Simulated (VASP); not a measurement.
A run of VASP 6.6.1 is set up as follows.

INCAR

```
SYSTEM = Nd2CdC2
PREC = Accurate
ENCUT = 600
EDIFF = 1E-7
ISMEAR = 0
SIGMA = 0.1
LREAL = .False.
LASPH = .True.
NELM = 200
ALGO = Normal
ISIF = 3
LWAVE = .False.
LCHARG = .False.
GGA = PE
IBRION = 2
NSW = 100
EDIFFG = -0.01
GGA_COMPAT = .False.
NELMIN = 4
LMAXMIX = 6
```

The input KPOINTS:

```
regular mesh
0
Gamma
  4 4 10
  0 0 0
```

POSCAR

```
Nd2CdC2
1.0
    7.2165865084      0.0000000000      0.0000000000
    0.0000000000      7.2165865084      0.0000000000
    0.0000000000      0.0000000000      3.5637553892
Nd Cd C
4 2 4
Direct
    0.8091530253      0.3091530253      0.5000000000
    0.6908469747      0.8091530253      0.5000000000
    0.1908469747      0.6908469747      0.5000000000
    0.3091530253      0.1908469747      0.5000000000
    0.5000000000      0.5000000000      0.0000000000
    0.0000000000      0.0000000000      0.0000000000
    0.4329099191      0.9329099191      0.0000000000
    0.9329099191      0.5670900809      0.0000000000
    0.0670900809      0.4329099191      0.0000000000
    0.5670900809      0.0670900809      0.0000000000
```

Potentials or basis: VASP PAW PBE potentials, release 64 (Nd_3, Cd, C), 4f in core.

Run with:

```console
$ cat potpaw_PBE.64/Nd_3/POTCAR potpaw_PBE.64/Cd/POTCAR potpaw_PBE.64/C/POTCAR > POTCAR
$ mpirun -np 1 vasp_std > vasp.out
```

Problem. Estimate the band gap on the k mesh.

Solution. Zero (bands 42 and 43 overlap by 1.12 eV).

Problem. What does it give for the relaxed cell?

Solution. a = 7.248 Å, b = 7.248 Å, c = 3.551 Å, α = 90.00°, β = 90.00°, γ = 90.00°.

Forces on the atoms (eV/Å):
```
Nd   0.000  0.000  0.000
Nd   0.000  0.000  0.000
Nd   0.000  0.000  0.000
Nd   0.000  0.000  0.000
Cd   0.000  0.000  0.000
Cd   0.000  0.000  0.000
C   -0.005 -0.005  0.000
C   -0.005  0.005  0.000
C    0.005 -0.005  0.000
C    0.005  0.005  0.000
```

Caveat: spin-orbit coupling is left out, which moves the levels of the heavy elements; the 4f electrons are frozen in the core, so they carry no moment and show no levels. Spin polarisation is off, so any magnetic state and its effect on volume and gap are missing.
